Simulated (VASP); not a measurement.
Wanted: the native input for a VASP 6.6.1 run.

| Property | Result |
| --- | --- |
| Task | relaxation of shape and atoms at fixed volume |
| Functional | r2SCAN |
| Potentials or basis | VASP PAW PBE potentials, release 64 (Ti_sv, O) |
| Cutoff | 600 eV |
| k mesh | 8 × 8 × 8 |
| Occupations | gaussian, width 0.02 eV |
| Spin | no spin polarisation |
| Dipole correction | no |
| Further INCAR settings | ALGO = Normal; EDIFF = 1e-07; IBRION = 2; EDIFFG = -0.01; NSW = 50; ISIF = 4 |

Crystal: TiO2.

```
Ti O
1.0
    -1.86051    1.86051    4.64304
     1.86051   -1.86051    4.64304
     1.86051    1.86051   -4.64304
Ti O
2 4
Direct
  0.00000 0.00000 0.00000
  0.75000 0.25000 0.50000
  0.20989 0.20989 0.00000
  0.95989 0.45989 0.50000
  0.54011 0.04011 0.50000
  0.79011 0.79011 0.00000
```

These files were run (other wordings do the same):

POSCAR

```
TiO2
1.0
   -1.8605126203      1.8605126203      4.6430384424
    1.8605126203     -1.8605126203      4.6430384424
    1.8605126203      1.8605126203     -4.6430384424
Ti O
2 4
Direct
    0.0000000000      0.0000000000      0.0000000000
    0.7500000000      0.2500000000      0.5000000000
    0.2098898594      0.2098898594      0.0000000000
    0.9598898594      0.4598898594      0.5000000000
    0.5401101406      0.0401101406      0.5000000000
    0.7901101406      0.7901101406      0.0000000000
```

INCAR.step1

```
SYSTEM = TiO2
ALGO     = Normal         ! electronic algorithm
EDIFF    = 1E-4           ! SCF threshold, eV
ENCUT    = 600            ! plane-wave cutoff, eV
GGA      = PE             ! functional
ISMEAR   = 0              ! smearing method
LASPH    = .True.         ! aspherical terms in the spheres
LCHARG   = .False.        ! write CHGCAR
LREAL    = .False.        ! projectors in reciprocal space
LWAVE    = .True.         ! write WAVECAR
NELM     = 80             ! most SCF steps
PREC     = Accurate       ! precision mode
SIGMA    = 0.02           ! smearing width, eV
```

INCAR.step2

```
SYSTEM = TiO2
ALGO     = Normal         ! electronic algorithm
EDIFF    = 1E-7           ! SCF threshold, eV
EDIFFG   = -0.01          ! ionic threshold
ENCUT    = 600            ! plane-wave cutoff, eV
IBRION   = 2              ! ionic algorithm
ISIF     = 4              ! what is computed and relaxed
ISMEAR   = 0              ! smearing method
ISTART   = 1            
LASPH    = .True.         ! aspherical terms in the spheres
LCHARG   = .False.        ! write CHGCAR
LMIXTAU  = .True.       
LREAL    = .False.        ! projectors in reciprocal space
LWAVE    = .False.        ! write WAVECAR
METAGGA  = R2SCAN         ! meta-GGA
NELM     = 80             ! most SCF steps
NSW      = 50             ! ionic steps
PREC     = Accurate       ! precision mode
SIGMA    = 0.02           ! smearing width, eV
```

KPOINTS

```
k-points
0
Gamma
  8 8 8
  0 0 0
```

Potentials or basis: VASP PAW PBE potentials, release 64 (Ti_sv, O).

Command:

```sh
$ cat potpaw_PBE.64/Ti_sv/POTCAR potpaw_PBE.64/O/POTCAR > POTCAR
$ cp INCAR.step1 INCAR
$ mpirun -np 1 vasp_std > vasp.out
$ cp INCAR.step2 INCAR
$ mpirun -np 1 vasp_std > vasp.out
```

It gave:

The energy gained by relaxing is 2.9 meV/atom and the ionic steps are 5. The pressure after relaxing is 13.5 GPa. The largest force after relaxing is 0.003 eV/Å. The band gap on the k mesh is 2.47 eV (least direct gap 2.95 eV).

Caveat: the PAW data sets were made with another functional, which shifts forces and pressure a little.

It took 61 min on 1 thread of AMD EPYC 9R45 96-Core Processor (Zen 5), with other jobs on the host, peak memory 0.39 GiB.
